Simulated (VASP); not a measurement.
**NaLaZrSnO6: single point with PBEsol**

The system is NaLaZrSnO6.

```
Na La Zr Sn O
1.0
     0.00000    4.11675    4.11675
     4.11675    0.00000    4.11675
     4.11675    4.11675    0.00000
Na La Zr Sn O
1 1 1 1 6
Direct
  0.75000 0.75000 0.75000
  0.25000 0.25000 0.25000
  0.50000 0.50000 0.50000
  0.00000 0.00000 0.00000
  0.75225 0.24775 0.24775
  0.24775 0.75225 0.75225
  0.75225 0.75225 0.24775
  0.24775 0.24775 0.75225
  0.24775 0.75225 0.24775
  0.75225 0.24775 0.75225
```

```yaml
Program: VASP 6.6.1
Task: single point
Functional: PBEsol
Potentials_or_basis: VASP PAW PBE potentials, release 64 (Na_pv, La, Zr_sv, Sn_d, O)
Cutoff: 520 eV
k_mesh: 4 × 4 × 4
Occupations: gaussian, width 0.01 eV
Spin: no spin polarisation
```

* Pressure: -6.0 GPa
* Largest force: 0.359 eV/Å
* Band gap on the k mesh: 2.85 eV, indirect (least direct gap 2.88 eV)

Forces in eV/Å, atoms in the order of the input:
```
Na   0.000  0.000  0.000
La   0.000  0.000  0.000
Zr   0.000  0.000  0.000
Sn   0.000  0.000  0.000
O    0.359  0.000  0.000
O   -0.359  0.000  0.000
O    0.000  0.000 -0.359
O    0.000  0.000  0.359
O    0.000  0.359  0.000
O    0.000 -0.359  0.000
```

Levels at points of the mesh, in eV from the valence-band top:
| k point | band 38 | band 39 | band 40 | band 41 | band 42 | band 43 |
| --- | --- | --- | --- | --- | --- | --- |
| (0.00, 0.00, 0.00) | 0.00 | 0.00 | 0.00 | 2.98 | 3.01 | 3.01 |
| (0.50, 0.00, 0.00) | -0.43 | -0.43 | -0.32 | 2.88 | 2.96 | 2.96 |
| (0.50, 0.50, 0.00) | -0.88 | -0.88 | -0.02 | 2.85 | 2.94 | 2.96 |

It took 110 s on 1 thread of AMD EPYC 7R13 Processor (Zen 3), with other jobs on the host, peak memory 0.34 GiB.

Caveat: the PAW data sets were made with another functional, which shifts forces and pressure a little; spin-orbit coupling is left out, which moves the levels of the heavy elements. A k mesh can miss the band edges.
